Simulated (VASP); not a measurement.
# WC (Qusongite) in VASP: notebook

Aim: see how the results for WC (Qusongite) move with the level of theory and the settings. Levels: r2SCAN, PBE. Tasks: single point.

Program: VASP 6.6.1. These are calculated values, not measurements. Logs are shortened: lines on timing, memory, paths and dates and some standing lists are left out, and cuts for length are marked.

## (1) The cell of the first run

Symmetry: P-6m2, No. 187, hexagonal system. Conventional cell: a = 2.847 Å, b = 2.847 Å, c = 2.779 Å, α = 90.00°, β = 90.00°, γ = 120.00°. W (site symmetry -6m2) has 6 C at 2.15 Å and 2 W at 2.78 Å within 2.8 Å. C (site symmetry -6m2) has 6 W at 2.15 Å and 2 C at 2.78 Å within 2.8 Å.

## (2) Single point, r2SCAN

Contents of POSCAR:

```
WC
1.0
    2.8471670250      0.0000000000      0.0000000000
   -1.4235835125      2.4657189725      0.0000000000
    0.0000000000      0.0000000000      2.7786939560
W C
1 1
Direct
    0.0000000000      0.0000000000      0.0000000000
    0.6666666667      0.3333333333      0.5000000000
```

Contents of INCAR.step1:

```
SYSTEM = WC
ALGO     = Normal         ! electronic algorithm
EDIFF    = 1E-4           ! SCF threshold, eV
ENCUT    = 520            ! plane-wave cutoff, eV
GGA      = PE             ! functional
ISMEAR   = -1             ! smearing method
LASPH    = .True.         ! aspherical terms in the spheres
LCHARG   = .False.        ! write CHGCAR
LREAL    = .False.        ! projectors in reciprocal space
LWAVE    = .True.         ! write WAVECAR
NBANDS   = 16             ! bands
NELM     = 80             ! most SCF steps
PREC     = Accurate       ! precision mode
SIGMA    = 0.05           ! smearing width, eV
```

Contents of INCAR.step2:

```
SYSTEM = WC
ALGO     = Normal         ! electronic algorithm
EDIFF    = 1E-6           ! SCF threshold, eV
ENCUT    = 520            ! plane-wave cutoff, eV
ISIF     = 2              ! what is computed and relaxed
ISMEAR   = -1             ! smearing method
ISTART   = 1            
LASPH    = .True.         ! aspherical terms in the spheres
LCHARG   = .True.         ! write CHGCAR
LELF     = .True.         ! ELF
LMIXTAU  = .True.       
LREAL    = .False.        ! projectors in reciprocal space
LVHAR    = .True.       
LWAVE    = .False.        ! write WAVECAR
METAGGA  = R2SCAN         ! meta-GGA
NBANDS   = 16             ! bands
NELM     = 80             ! most SCF steps
PREC     = Accurate       ! precision mode
SIGMA    = 0.05           ! smearing width, eV
```

Contents of KPOINTS:

```
k-points
0
Gamma
  10 10 9
  0 0 0
```

Potentials or basis: VASP PAW PBE potentials, release 64 (W_sv, C).

The run is started by

```
$ cat potpaw_PBE.64/W_sv/POTCAR potpaw_PBE.64/C/POTCAR > POTCAR
$ cp INCAR.step1 INCAR
$ mpirun -np 1 vasp_std > vasp.out
$ cp INCAR.step2 INCAR
$ mpirun -np 1 vasp_std > vasp.out
```

OUTCAR:

```text
SYSTEM = WC
   EDIFF = 1E-6
   ENCUT = 520
   ISIF = 2
   ISMEAR = -1
   ISTART = 1
   LASPH = .True.
   LREAL = .False.
   METAGGA = R2SCAN
   NELM = 80
   PREC = Accurate

 ion  position               nearest neighbor table
   1  0.000  0.000  0.000-   2 2.15   2 2.15   2 2.15   2 2.15   2 2.15   2 2.15
   2  0.667  0.333  0.500-   1 2.15   1 2.15   1 2.15   1 2.15   1 2.15   1 2.15

  LATTYP: Found a hexagonal cell.
 ALAT       =     2.8471670250
 C/A-ratio  =     0.9759504559

  Lattice vectors:

 A1 = (   2.8471670250,   0.0000000000,   0.0000000000)
 A2 = (  -1.4235835125,   2.4657189725,   0.0000000000)
 A3 = (   0.0000000000,   0.0000000000,   2.7786939560)

Analysis of symmetry for initial positions (statically):
=====================================================================
 Subroutine PRICEL returns:
 Original cell was already a primitive cell.

 Routine SETGRP: Setting up the symmetry group for a
 hexagonal supercell.

 Subroutine GETGRP returns: Found 12 space group operations
 (whereof 12 operations were pure point group operations)
 out of a pool of 24 trial point group operations.

The static configuration has the point symmetry D_3h.

Analysis of symmetry for dynamics (positions and initial velocities):
=====================================================================
 Subroutine PRICEL returns:
 Original cell was already a primitive cell.

 Routine SETGRP: Setting up the symmetry group for a
 hexagonal supercell.

 Subroutine GETGRP returns: Found 12 space group operations
 (whereof 12 operations were pure point group operations)
 out of a pool of 24 trial point group operations.

The dynamic configuration has the point symmetry D_3h.

 Subroutine INISYM returns: Found 12 space group operations
 (whereof 12 operations are pure point group operations),
 and found     1 'primitive' translations

----------------------------------------------------------------------------------------

                                     Primitive cell

  volume of cell :      19.5073

  direct lattice vectors                    reciprocal lattice vectors
     2.847167025  0.000000000  0.000000000     0.351226321  0.202780611  0.000000000
    -1.423583513  2.465718972  0.000000000     0.000000000  0.405561222  0.000000000
     0.000000000  0.000000000  2.778693956     0.000000000  0.000000000  0.359881302

  length of vectors
     2.847167025  2.847167025  2.778693956     0.405561222  0.405561222  0.359881302

  position of ions in fractional coordinates (direct lattice)
     0.000000000  0.000000000  0.000000000
     0.666666667  0.333333333  0.500000000

  ion indices of the primitive-cell ions
   primitive index   ion index
                 1           1
                 2           2

----------------------------------------------------------------------------------------

 KPOINTS: k-points

Automatic generation of k-mesh.
 Grid dimensions read from file:
 generate k-points for:   10   10    9

 Generating k-lattice:

  Cartesian coordinates                     Fractional coordinates (reciprocal lattice)
     0.035122632  0.020278061  0.000000000     0.100000000  0.000000000  0.000000000
     0.000000000  0.040556122  0.000000000     0.000000000  0.100000000  0.000000000
     0.000000000  0.000000000  0.039986811     0.000000000  0.000000000  0.111111111

  Length of vectors
     0.040556122  0.040556122  0.039986811

  Shift w.r.t. Gamma in fractional coordinates (k-lattice)
     0.000000000  0.000000000  0.000000000

 Subroutine IBZKPT returns following result:
 ===========================================

 Found     70 irreducible k-points:

 Following reciprocal coordinates:
            Coordinates               Weight
  0.000000  0.000000  0.000000      1.000000
  0.100000 -0.000000  0.000000      6.000000
  0.200000 -0.000000  0.000000      6.000000
  0.300000  0.000000  0.000000      6.000000
  0.400000  0.000000  0.000000      6.000000
  0.500000  0.000000  0.000000      3.000000
[... 16 lines left out ...]
  0.300000  0.100000  0.111111     24.000000
  0.400000  0.100000  0.111111     24.000000
 [... further k-points ...]
   k-points           NKPTS =     70   k-points in BZ     NKDIM =     70   number of bands    NBANDS=     16
   number of dos      NEDOS =    301   number of ions     NIONS =      2
   total plane-waves  NPLWV =  13824
   dimension x,y,z NGX =    24 NGY =   24 NGZ =   24
   dimension x,y,z NGXF=    48 NGYF=   48 NGZF=   48
   ions per type =               1   1
   NGX,Y,Z   is equivalent  to a cutoff of  14.01, 14.01, 14.36 a.u.
   NGXF,Y,Z  is equivalent  to a cutoff of  28.03, 28.03, 28.72 a.u.
 SYSTEM =  WC
   PREC   = accura    normal or accurate (medium, high low for compatibility)
   ISTART =      1    job   : 0-new  1-cont  2-samecut
   ICHARG =      0    charge: 1-file 2-atom 10-const
   ISPIN  =      1    spin polarized calculation?
   LNONCOLLINEAR =      F non collinear calculations
   LSORBIT =      F    spin-orbit coupling
   LASPH  =      T    aspherical Exc in radial PAW
   ENCUT  =  520.0 eV  38.22 Ry    6.18 a.u.   5.29  5.29  5.17*2*pi/ulx,y,z
   NELM   =     80;   NELMIN=  2; NELMDL=  0     # of ELM steps
   EDIFF  = 0.1E-05   stopping-criterion for ELM
   LREAL  =      F    real-space projection
   EDIFFG = 0.1E-04   stopping-criterion for IOM
   NSW    =      0    number of steps for IOM
   IBRION =     -1    ionic relax: 0-MD 1-quasi-New 2-CG
   NFREE  =      0    steps in history (QN), initial steepest desc. (CG)
   ISIF   =      2    stress and relaxation
   ISYM   =      2    0-nonsym 1-usesym 2-fastsym
   POTIM  = 0.5000    time-step for ionic-motion
   TEBEG  =    0.0;   TEEND  =   0.0 temperature during run
   PSTRESS=    0.0 pullay stress
   NELECT =      18.0000    total number of electrons
   NUPDOWN=      -1.0000    fix difference up-down
   EMIN   =  10.00;   EMAX   =-10.00  energy-range for DOS
[... 5 lines left out ...]
     AMIX     =   0.40;   BMIX     =  1.00
     AMIX_MAG =   1.60;   BMIX_MAG =  1.00
  volume/ion in A,a.u.               =       9.75        65.82
  Fermi-wavevector in a.u.,A,eV,Ry     =   1.593798  3.011841 34.561407  2.540192
  Thomas-Fermi vector in A             =   2.691972
   LORBIT       =      0    0 simple, 1 ext, 2 COOP (PROOUT), +10 PAW based schemes
   METAGGA = R2SCAN    functional components
   LHFCALC =     F    Hartree Fock is set to
   AEXX    =    0.0000 exact exchange contribution
   IVDW    =     0    specifies the selected vdW correction
   LEPSILON=     F    determine dielectric tensor
   LRPA    =     F    only Hartree local field effects (RPA)
 non-spin polarized calculation
  energy-cutoff  :      520.00
  volume of cell :       19.51
 maximum number of plane-waves:       541
 NGX is ok and might be reduce to    24
   NGX = 11   NGY = 11   NGZ = 11

 number of electron      18.0000000 magnetization

 Free energy of the ion-electron system (eV)
  ---------------------------------------------------
  ext. energy  EPLUGINS =         0.00000000
  ---------------------------------------------------
  free energy    TOTEN  =       -61.48019302 eV

  energy without entropy =      -61.47843433  energy(sigma->0) =      -61.47931367

 E-fermi :  11.8716     XC(G=0): -15.3709

 val. band max:       11.8567779193   @ k =   0.4000   0.2000   0.0000
 cond. band min:      11.9045802547   @ k =   0.1000  -0.0000   0.3333
 fundamental gap:      0.0478023354
 Fermi energy:        11.8716409748

 k-point     1 :       0.0000    0.0000    0.0000
  band No.  band energies     occupation
      1     -63.9431      2.00000
      2     -27.2479      2.00000
      3     -27.1109      2.00000
      4     -27.1109      2.00000
      5      -3.8672      2.00000
      6       6.9928      2.00000
[... 8 lines left out ...]
     15      27.8005      0.00000
     16      30.0518      0.00000

 k-point     2 :       0.1000   -0.0000    0.0000
  band No.  band energies     occupation
      1     -63.9348      2.00000
      2     -27.2336      2.00000
      3     -27.2205      2.00000
      4     -27.1352      2.00000
      5      -3.5753      2.00000
      6       7.0496      2.00000
[... 8 lines left out ...]
     15      27.2171      0.00000
     16      30.6709      0.00000

 k-point     3 :       0.2000   -0.0000    0.0000
  band No.  band energies     occupation
      1     -63.9130      2.00000
      2     -27.4997      2.00000
      3     -27.1983      2.00000
      4     -27.1962      2.00000
      5      -2.7805      2.00000
      6       6.2916      2.00000
[... 8 lines left out ...]
     15      26.9441      0.00000
     16      31.9441      0.00000

 k-point     4 :       0.3000    0.0000    0.0000
  band No.  band energies     occupation
      1     -63.8860      2.00000
      2     -27.8310      2.00000
      3     -27.2753      2.00000
      4     -27.1496      2.00000
      5      -1.7034      2.00000
      6       5.2511      2.00000
[... 8 lines left out ...]
     15      28.0534      0.00000
     16      30.9539      0.00000

 k-point     5 :       0.4000    0.0000    0.0000
  band No.  band energies     occupation
      1     -63.8641      2.00000
      2     -28.0889      2.00000
      3     -27.3368      2.00000
      4     -27.1116      2.00000
      5      -0.6941      2.00000
      6       4.5079      2.00000
[... 8 lines left out ...]
     15      27.5536      0.00000
     16      30.8737      0.00000

 k-point     6 :       0.5000    0.0000    0.0000
  band No.  band energies     occupation
      1     -63.8557      2.00000
      2     -28.1852      2.00000
      3     -27.3601      2.00000
      4     -27.0970      2.00000
      5      -0.2509      2.00000
      6       4.2348      2.00000
[... 8 lines left out ...]
     15      26.3729      0.00000
     16      32.0602      0.00000
[... 267 lines left out ...]
 k-point    21 :       0.1000    0.1000    0.1111
  band No.  band energies     occupation
      1     -63.9128      2.00000
      2     -27.3971      2.00000
      3     -27.3227      2.00000
      4     -27.1761      2.00000
      5      -2.7324      2.00000
      6       6.7747      2.00000
[... 8 lines left out ...]
     15      26.6767      0.00000
     16      31.0576      0.00000

 k-point    22 :       0.2000    0.1000    0.1111
  band No.  band energies     occupation
      1     -63.8884      2.00000
      2     -27.6779      2.00000
      3     -27.2801      2.00000
      4     -27.2649      2.00000
      5      -1.8451      2.00000
      6       5.8226      2.00000
[... 8 lines left out ...]
     15      26.8318      0.00000
     16      31.1975      0.00000

 k-point    23 :       0.3000    0.1000    0.1111
  band No.  band energies     occupation
      1     -63.8640      2.00000
      2     -27.9499      2.00000
      3     -27.3536      2.00000
      4     -27.2347      2.00000
      5      -0.8520      2.00000
      6       4.9077      2.00000
[... 8 lines left out ...]
     15      27.7578      0.00000
     16      30.1653      0.00000

 k-point    24 :       0.4000    0.1000    0.1111
  band No.  band energies     occupation
      1     -63.8489      2.00000
      2     -28.1134      2.00000
      3     -27.4079      2.00000
      4     -27.2065      2.00000
      5      -0.1395      2.00000
      6       4.3371      2.00000
[... 8 lines left out ...]
     15      27.0150      0.00000
     16      31.2141      0.00000

 [... further k-points ...]
[... 5 lines left out ...]
  --------------------------------------------------------------------------------------
  -------------------------------------------------------------------------------------
  Total        3.9090809      3.9090809      4.2339552      0.0000000      0.0000000     -0.0000000
  in kB      321.0613353    321.0613353    347.7439691      0.0000000      0.0000000     -0.0000000
  external PRESSURE =     329.9555466 kB  Pullay stress =       0.0000000 kB

 VOLUME and BASIS-vectors are now :
 -----------------------------------------------------------------------------
  energy-cutoff  :      520.00
  volume of cell :       19.51
      direct lattice vectors                 reciprocal lattice vectors
     2.847167025  0.000000000  0.000000000     0.351226321  0.202780611  0.000000000
    -1.423583513  2.465718972  0.000000000     0.000000000  0.405561222  0.000000000
     0.000000000  0.000000000  2.778693956     0.000000000  0.000000000  0.359881302

 POSITION                                       TOTAL-FORCE (eV/Angst)
 -----------------------------------------------------------------------------------
      0.00000      0.00000      0.00000        -0.000000      0.000000      0.000000
      1.42358      0.82191      1.38935         0.000000     -0.000000      0.000000
 -----------------------------------------------------------------------------------
    total drift:                               -0.000000      0.000000      0.000000

  FREE ENERGIE OF THE ION-ELECTRON SYSTEM (eV)
  ---------------------------------------------------
  free  energy   TOTEN  =       -61.4801930154 eV

  energy  without entropy=      -61.4784343305  energy(sigma->0) =      -61.47931367
```

Run time: 46 s. Hardware: 1 thread of Intel Xeon Platinum 8259CL at 2.50GHz (Skylake/Cascade Lake), shared host; peak memory 0.16 GiB.

What came out:

* Free energy: -61.4802 eV
* Pressure: 33.0 GPa
* Band gap on the k mesh: zero (band 9 reaches 12.59 eV, above the bottom of band 10 at 11.27 eV)

Levels at points of the mesh, in eV from the Fermi level:
| k point | band 6 | band 7 | band 8 | band 9 | band 10 | band 11 | band 12 | band 13 |
| --- | --- | --- | --- | --- | --- | --- | --- | --- |
| (0.00, 0.00, 0.00) | -4.88 | -3.77 | -3.77 | 0.11 | 3.72 | 3.72 | 6.33 | 6.33 |
| (0.50, 0.00, 0.00) | -7.64 | -4.06 | -4.01 | -0.54 | 2.69 | 5.15 | 5.56 | 7.68 |

Caveat: the PAW data sets were made with another functional, which shifts forces and pressure a little; spin-orbit coupling is left out, which moves the levels of the heavy elements.

## (3) Single point, r2SCAN

This run uses another cell than the first one, of 9.96 Å³/atom, 1.021 times its volume.

Contents of POSCAR:

```
WC
1.0
    2.8672181576      0.0000000000      0.0000000000
   -1.4336090788      2.4830837627      0.0000000000
    0.0000000000      0.0000000000      2.7982628680
W C
1 1
Direct
    0.0000000000      0.0000000000      0.0000000000
    0.6666666667      0.3333333333      0.5000000000
```

Contents of INCAR.step1:

```
SYSTEM = WC
PREC     = Accurate       ! precision mode
ENCUT    = 520            ! plane-wave cutoff, eV
ISMEAR   = -1             ! smearing method
SIGMA    = 0.05           ! smearing width, eV
LREAL    = .False.        ! projectors in reciprocal space
LASPH    = .True.         ! aspherical terms in the spheres
NELM     = 100            ! most SCF steps
NBANDS   = 16             ! bands
GGA      = PE             ! functional
ALGO     = Normal         ! electronic algorithm
EDIFF    = 1E-4           ! SCF threshold, eV
LWAVE    = .True.         ! write WAVECAR
LCHARG   = .False.        ! write CHGCAR
```

Contents of INCAR.step2:

```
SYSTEM = WC
PREC     = Accurate       ! precision mode
ENCUT    = 520            ! plane-wave cutoff, eV
EDIFF    = 1E-7           ! SCF threshold, eV
ISMEAR   = -1             ! smearing method
SIGMA    = 0.05           ! smearing width, eV
LREAL    = .False.        ! projectors in reciprocal space
LASPH    = .True.         ! aspherical terms in the spheres
NELM     = 100            ! most SCF steps
ALGO     = Normal         ! electronic algorithm
ISIF     = 2              ! what is computed and relaxed
LWAVE    = .False.        ! write WAVECAR
LCHARG   = .True.         ! write CHGCAR
METAGGA  = R2SCAN         ! meta-GGA
LMIXTAU  = .True.       
LELF     = .True.         ! ELF
LVHAR    = .True.       
NBANDS   = 16             ! bands
ISTART   = 1
```

Contents of KPOINTS:

```
regular mesh
0
Gamma
  10 10 9
  0 0 0
```

Potentials or basis: VASP PAW PBE potentials, release 64 (W_sv, C).

The run is started by

```
$ cat potpaw_PBE.64/W_sv/POTCAR potpaw_PBE.64/C/POTCAR > POTCAR
$ cp INCAR.step1 INCAR
$ mpirun -np 1 vasp_std > vasp.out
$ cp INCAR.step2 INCAR
$ mpirun -np 1 vasp_std > vasp.out
```

Run time: 56 s. Hardware: 1 thread of Intel Xeon Platinum 8259CL at 2.50GHz (Skylake/Cascade Lake), shared host; peak memory 0.16 GiB.

Results (log left out):

```
Free energy            : -61.5514 eV
Pressure               : 22.0 GPa
Band gap on the k mesh : zero (band 9 reaches 12.27 eV, above the bottom of band 10 at 10.98 eV)
```

Stress tensor (GPa, compression positive):
```
21.67  0.00  0.00
 0.00 21.67  0.00
 0.00  0.00 22.72
```

Levels at points of the mesh, in eV from the Fermi level:
```
           k point  band 6  band 7  band 8  band 9  band 10  band 11  band 12  band 13
(0.00, 0.00, 0.00)   -4.76   -3.68   -3.68    0.10     3.60     3.60     6.19     6.19
(0.50, 0.00, 0.00)   -7.55   -3.97   -3.91   -0.54     2.61     5.00     5.40     7.53
```

Caveat: the PAW data sets were made with another functional, which shifts forces and pressure a little; spin-orbit coupling is left out, which moves the levels of the heavy elements.

## (4) Single point, r2SCAN

This run uses another cell than the first one, of 10.17 Å³/atom, 1.043 times its volume.

Contents of POSCAR:

```
WC
1.0
    2.8869927008      0.0000000000      0.0000000000
   -1.4434963504      2.5002090195      0.0000000000
    0.0000000000      0.0000000000      2.8175618425
W C
1 1
Direct
    0.0000000000      0.0000000000      0.0000000000
    0.6666666667      0.3333333333      0.5000000000
```

Contents of INCAR.step1:

```
SYSTEM = WC
PREC = Accurate
ENCUT = 520
ISMEAR = -1
SIGMA = 0.05
LREAL = .False.
LASPH = .True.
NELM = 80
NBANDS = 16
GGA = PE
ALGO = Normal
EDIFF = 1E-4
LWAVE = .True.
LCHARG = .False.
```

Contents of INCAR.step2:

```
SYSTEM = WC
PREC = Accurate
ENCUT = 520
EDIFF = 1E-7
ISMEAR = -1
SIGMA = 0.05
LREAL = .False.
LASPH = .True.
NELM = 80
ALGO = Normal
ISIF = 2
LWAVE = .False.
LCHARG = .False.
METAGGA = R2SCAN
LMIXTAU = .True.
NBANDS = 16
ISTART = 1
```

KPOINTS is that of step 3.

The run is started by

```
$ cat potpaw_PBE.64/W_sv/POTCAR potpaw_PBE.64/C/POTCAR > POTCAR
$ cp INCAR.step1 INCAR
$ mpirun -np 1 vasp_std > vasp.out
$ cp INCAR.step2 INCAR
$ mpirun -np 1 vasp_std > vasp.out
```

It took 54 s on 1 thread of Intel Xeon Platinum 8259CL at 2.50GHz (Skylake/Cascade Lake), shared host; peak memory 0.16 GiB.

The run converged. Its results:

```
Free energy            : -61.5958 eV
Pressure               : 12.2 GPa
Band gap on the k mesh : zero (band 9 reaches 11.96 eV, above the bottom of band 10 at 10.71 eV)
```

Stress tensor (GPa, compression positive):
```
12.31  0.00  0.00
 0.00 12.31  0.00
 0.00  0.00 11.90
```

Levels at points of the mesh, in eV from the Fermi level:
| k point | band 6 | band 7 | band 8 | band 9 | band 10 | band 11 | band 12 | band 13 |
| --- | --- | --- | --- | --- | --- | --- | --- | --- |
| (0.00, 0.00, 0.00) | -4.64 | -3.59 | -3.59 | 0.08 | 3.49 | 3.49 | 6.06 | 6.06 |
| (0.50, 0.00, 0.00) | -7.46 | -3.88 | -3.82 | -0.54 | 2.54 | 4.85 | 5.24 | 7.39 |

Caveat: the PAW data sets were made with another functional, which shifts forces and pressure a little; spin-orbit coupling is left out, which moves the levels of the heavy elements.

(Part 1 of 2 ends here.)
